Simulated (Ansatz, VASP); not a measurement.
# Ni in VASP and in Ansatz

```
Ni
1.0
     0.00000    1.77183    1.77183
     1.77183    0.00000    1.77183
     1.77183    1.77183    0.00000
Ni
1
Direct
  0.00000 0.00000 0.00000
```

Alike in both runs: functional revPBE; k mesh 15 × 15 × 15; occupations fermi-dirac, width 0.05 eV; collinear spin.

Ansatz relaxed the structure, and its values are those at the end. VASP's run is a single point on that final structure, the one shown.

```csv
,VASP,Ansatz
version,VASP 6.6.1,Ansatz 0.2.0
potentials or method,"VASP PAW PBE potentials, release 64 (Ni), cutoff 520 eV","plane waves (420 eV) with PAW, scalar-relativistic"
valence electrons in the cell,10,18
```

|  | VASP | Ansatz | Ansatz less VASP |
| --- | --- | --- | --- |
| pressure (GPa) | 0.1 | 0.0 | -0.15 |
| net moment per atom (μB) | 0.65 | 0.66 | +0.012 |
| size of the moment on the site where the two differ most (μB) | 0.66 | 0.70 | +0.040 |

VASP's potentials were made for PBE, not for revPBE. Site moments also hang on the region over which each program counts them. VASP's potentials hold 10 valence electrons a cell and Ansatz's 18, so a difference there can come from the potentials and not from the codes.
